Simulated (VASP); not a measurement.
Write the native input for VASP 6.6.1 that does the following.

| Quantity | Value |
| --- | --- |
| Task | single point |
| Functional | r2SCAN |
| Potentials or basis | VASP PAW PBE potentials, release 64 (Sr_sv) |
| Cutoff | 520 eV |
| k mesh | 12 × 12 × 8 |
| Occupations | gaussian, width 0.15 eV |
| Spin | no spin polarisation |
| Dipole correction | no |
| Further INCAR settings | ALGO = Normal; EDIFF = 1e-06; NBANDS = 17 |

Crystal: Sr.

```xyz
2
Lattice="4.3100 0.0000 0.0000 -2.1550 3.7326 0.0000 0.0000 0.0000 6.9090" Properties=species:S:1:pos:R:3 pbc="T T T"
Sr    0.0000    2.4884    1.7272
Sr    2.1550    1.2442    5.1818
```

This cell differs from its parent crystal: strain -0.0200 x Voigt [0, 0, 1, 0, 0, 0].

The input as run:

POSCAR

```
Sr
1.0
    4.3100002207      0.0000000000      0.0000000000
   -2.1550001104      3.7325696814      0.0000000000
    0.0000000000      0.0000000000      6.9090000000
Sr
2
Direct
    0.3333333333      0.6666666667      0.2500000000
    0.6666666667      0.3333333333      0.7500000000
```

INCAR.step1

```
SYSTEM = Sr
  ALGO = Normal
  EDIFF = 1E-4
  ENCUT = 520
  GGA = PE
  ISMEAR = 0
  LASPH = .True.
  LCHARG = .False.
  LREAL = .False.
  LWAVE = .True.
  NBANDS = 17
  NELM = 100
  PREC = Accurate
  SIGMA = 0.15
```

INCAR.step2

```
SYSTEM = Sr
  ALGO = Normal
  EDIFF = 1E-6
  ENCUT = 520
  ISIF = 2
  ISMEAR = 0
  ISTART = 1
  LASPH = .True.
  LCHARG = .False.
  LMIXTAU = .True.
  LREAL = .False.
  LWAVE = .False.
  METAGGA = R2SCAN
  NBANDS = 17
  NELM = 100
  PREC = Accurate
  SIGMA = 0.15
```

KPOINTS

```
k-points
0
Gamma
  12 12 8
  0 0 0
```

Potentials or basis: VASP PAW PBE potentials, release 64 (Sr_sv).

Run with:

```console
$ cat potpaw_PBE.64/Sr_sv/POTCAR > POTCAR
$ cp INCAR.step1 INCAR
$ mpirun -np 1 vasp_std > vasp.out
$ cp INCAR.step2 INCAR
$ mpirun -np 1 vasp_std > vasp.out
```

Results of the run:

* Pressure: 0.4 GPa
* Band gap on the k mesh: zero (bands 10 and 11 overlap by 0.42 eV)

Caveat: the cell differs from its parent crystal (strain -0.0200 x Voigt [0, 0, 1, 0, 0, 0]); the PAW data sets were made with another functional, which shifts forces and pressure a little.

It took 4.8 min on 1 thread of Intel(R) Xeon(R) Platinum 8488C (Sapphire Rapids), with other jobs on the host, peak memory 0.34 GiB.
